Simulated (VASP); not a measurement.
Write the native input for VASP 6.6.1 that does the following.

```
Task                   : single point
Functional             : r2SCAN
Dispersion             : rVV10
Potentials or basis    : VASP PAW PBE potentials, release 64 (Zr_sv, B)
Cutoff                 : 520 eV
k mesh                 : 10 × 10 × 10
Occupations            : methfessel-paxton, width 0.05 eV
Spin                   : no spin polarisation
Dipole correction      : no
Further INCAR settings : ALGO = Normal; EDIFF = 1e-06; NBANDS = 14
```

ZrB:

```xyz
2
Lattice="0.0000 2.3556 2.3556 2.3556 0.0000 2.3556 2.3556 2.3556 0.0000" Properties=species:S:1:pos:R:3 pbc="T T T"
Zr    0.0000    0.0000    0.0000
B     2.3556    2.3556    2.3556
```

The input as run:

POSCAR

```
ZrB
1.0
    0.0000000000      2.3555956139      2.3555956139
    2.3555956139      0.0000000000      2.3555956139
    2.3555956139      2.3555956139      0.0000000000
Zr B
1 1
Direct
    0.0000000000      0.0000000000      0.0000000000
    0.5000000000      0.5000000000      0.5000000000
```

INCAR.step1

```
PREC = Accurate ; ENCUT = 520
ISMEAR = 1 ; SIGMA = 0.05
LREAL = F ; LASPH = T
NELM = 100 ; NBANDS = 14
GGA = PE ; ALGO = Normal
EDIFF = 1E-4 ; LWAVE = T
LCHARG = F
```

INCAR.step2

```
PREC = Accurate ; ENCUT = 520
EDIFF = 1E-6 ; ISMEAR = 1
SIGMA = 0.05 ; LREAL = F
LASPH = T ; NELM = 100
ALGO = Normal ; ISIF = 2
LWAVE = F ; LCHARG = F
METAGGA = R2SCAN ; LMIXTAU = T
LUSE_VDW = T ; IVDW_NL = 2
BPARAM = 11.95 ; CPARAM = 0.0093
NBANDS = 14 ; ISTART = 1
```

KPOINTS

```
Automatic mesh
0
Gamma
  10 10 10
```

Potentials or basis: VASP PAW PBE potentials, release 64 (Zr_sv, B).

Run with:

```sh
$ cat potpaw_PBE.64/Zr_sv/POTCAR potpaw_PBE.64/B/POTCAR > POTCAR
$ cp INCAR.step1 INCAR
$ mpirun -np 1 vasp_std > vasp.out
$ cp INCAR.step2 INCAR
$ mpirun -np 1 vasp_std > vasp.out
```

Results of the run:

- Pressure: 25.0 GPa

Caveat: the PAW data sets were made with another functional, which shifts forces and pressure a little.

Wall time 120 s on 1 thread of Intel(R) Xeon(R) 6975P-C (Granite Rapids), on a shared host, peak memory 0.26 GiB.
